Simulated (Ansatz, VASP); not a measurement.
**One calculation of SiS2, two programs**

Contents of POSCAR:

```
SiS2
1.0
   -2.7433908125      4.8180676592      2.7616510799
    2.7433908125     -4.8180676592      2.7616510799
    2.7433908125      4.8180676592     -2.7616510799
Si S
2 4
Direct
    0.7500000000      0.7500000000      0.0000000000
    0.2500000000      0.2500000000      0.0000000000
    0.1177775565      0.2122162993      0.3299938558
    0.8822224435      0.7877837007      0.6700061442
    0.6177775565      0.2877837007      0.9055612572
    0.3822224435      0.7122162993      0.0944387428
```

INCAR.step1

```
PREC = Accurate
ENCUT = 550
ISMEAR = 0
SIGMA = 0.01
LREAL = False
LASPH = True
NELM = 120
NBANDS = 25
GGA = PE
ALGO = Normal
EDIFF = 1E-5
LWAVE = True
LCHARG = False
GGA_COMPAT = False
```

Contents of INCAR.step2:

```
PREC = Accurate
ENCUT = 550
EDIFF = 1E-6
ISMEAR = 0
SIGMA = 0.01
LREAL = False
LASPH = True
NELM = 120
ALGO = Normal
ISIF = 2
LWAVE = False
LCHARG = False
METAGGA = R2SCAN
LMIXTAU = True
NBANDS = 25
ISTART = 1
GGA_COMPAT = False
```

The input KPOINTS:

```
Automatic mesh
0
Gamma
  6 6 6
```

Input for Ansatz:

```yaml
crystal:
  lattice:
    - [-2.7433908125, 4.8180676592, 2.7616510799]
    - [2.7433908125, -4.8180676592, 2.7616510799]
    - [2.7433908125, 4.8180676592, -2.7616510799]
  atoms:
    - { symbol: Si, position: [0.75, 0.75, 0.0] }
    - { symbol: Si, position: [0.25, 0.25, 0.0] }
    - { symbol: S, position: [0.1177775565, 0.2122162993, 0.3299938558] }
    - { symbol: S, position: [0.8822224435, 0.7877837007, 0.6700061442] }
    - { symbol: S, position: [0.6177775565, 0.2877837007, 0.9055612572] }
    - { symbol: S, position: [0.3822224435, 0.7122162993, 0.0944387428] }
kpoints:
  mp_grid: { grid: [6, 6, 6] }
  band_path:
    path:
      - [0.0, 0.0, 0.0]
      - [0.5, -0.5, 0.5]
      - [0.3310530906, -0.3310530906, 0.6689469094]
      - [-0.3310530906, 0.3310530906, 0.3310530906]
      - [0.3321356756, 0.3321356756, -0.3321356756]
      - [0.6678643244, -0.3321356756, 0.3321356756]
      - [0.0, 0.5, 0.0]
      - [0.25, 0.25, 0.25]
      - [0.5, 0.0, 0.0]
      - [0.270833, -0.270833, -0.270833]
      - [0.411458, 0.416667, -0.416667]
    npoints: 1
hamiltonian:
  xc: r2scan
scf:
  occupations: { method: fixed }
  n_extra_bands: 5
output:
  forces: true
  stress: true
  eigenvalues: true
```

Alike in both runs: task single point; functional r2SCAN; k mesh 6 × 6 × 6; no spin polarisation.

|  | VASP | Ansatz |
| --- | --- | --- |
| version | VASP 6.6.1 | Ansatz 0.2.0 |
| potentials or method | VASP PAW PBE potentials, release 64 (Si, S) | plane waves, PAW |
| plane-wave cutoff (eV) | 550 | 500 |
| occupations | gaussian, width 0.01 eV | fixed |
| valence electrons in the cell | 32 | 32 |

VASP gave:

| Item | Value |
| --- | --- |
| gap on the k mesh at the Fermi level (eV) | 3.19 |
| pressure (GPa) | 0.3 |
| traceless stress, the component that is largest in VASP (GPa) | -0.14 |
| rms of the force components (eV/Å) | 0.055 |

**Question.** Which values does Ansatz return?

**Answer.** gap on the k mesh at the Fermi level (eV): 3.18; pressure (GPa): 0.5; traceless stress, the component that is largest in VASP (GPa): -0.11; rms of the force components (eV/Å): 0.031.

VASP's potentials were made for PBE, not for r2SCAN. Atom by atom the forces differ by 0.023 eV/Å (rms over components).
